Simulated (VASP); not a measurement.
Here is a VASP 6.6.1 calculation.

The input POSCAR:

```
TiO2
1.0
    4.7905419553      0.0000000000      0.0000000000
    0.0000000000      4.7905419553      0.0000000000
    0.0000000000      0.0000000000      2.9916123475
Ti O
2 4
Direct
    0.0000000000      0.0000000000      0.0000000000
    0.5000000000      0.5000000000      0.5000000000
    0.3097502960      0.3097502960      0.0000000000
    0.1902497040      0.8097502960      0.5000000000
    0.6902497040      0.6902497040      0.0000000000
    0.8097502960      0.1902497040      0.5000000000
```

Contents of INCAR.step1:

```
ALGO = Normal ; EDIFF = 1E-4
ENCUT = 520 ; GGA = PE
ISMEAR = 0 ; LASPH = True
LCHARG = False ; LREAL = False
LWAVE = True ; NBANDS = 33
NELM = 60 ; PREC = Accurate
SIGMA = 0.02
```

File INCAR.step2:

```
ALGO = Normal ; EDIFF = 1E-6
ENCUT = 520 ; ISIF = 2
ISMEAR = 0 ; ISTART = 1
LASPH = True ; LCHARG = False
LMIXTAU = True ; LREAL = False
LWAVE = False ; METAGGA = R2SCAN
NBANDS = 33 ; NELM = 60
PREC = Accurate ; SIGMA = 0.02
```

The input KPOINTS:

```
k-points
0
Gamma
  6 6 10
```

Potentials or basis: VASP PAW PBE potentials, release 64 (Ti_sv, O).

The run is started by

```sh
$ cat potpaw_PBE.64/Ti_sv/POTCAR potpaw_PBE.64/O/POTCAR > POTCAR
$ cp INCAR.step1 INCAR
$ mpirun -np 1 vasp_std > vasp.out
$ cp INCAR.step2 INCAR
$ mpirun -np 1 vasp_std > vasp.out
```

(1) Predict the largest force.

(2) Predict the pressure.

(3) Predict the band gap on the k mesh.

## Answers

(1) 0.053 eV/Å.

(2) -15.6 GPa.

(3) 2.25 eV, direct.

Caveat: the PAW data sets were made with another functional, which shifts forces and pressure a little.
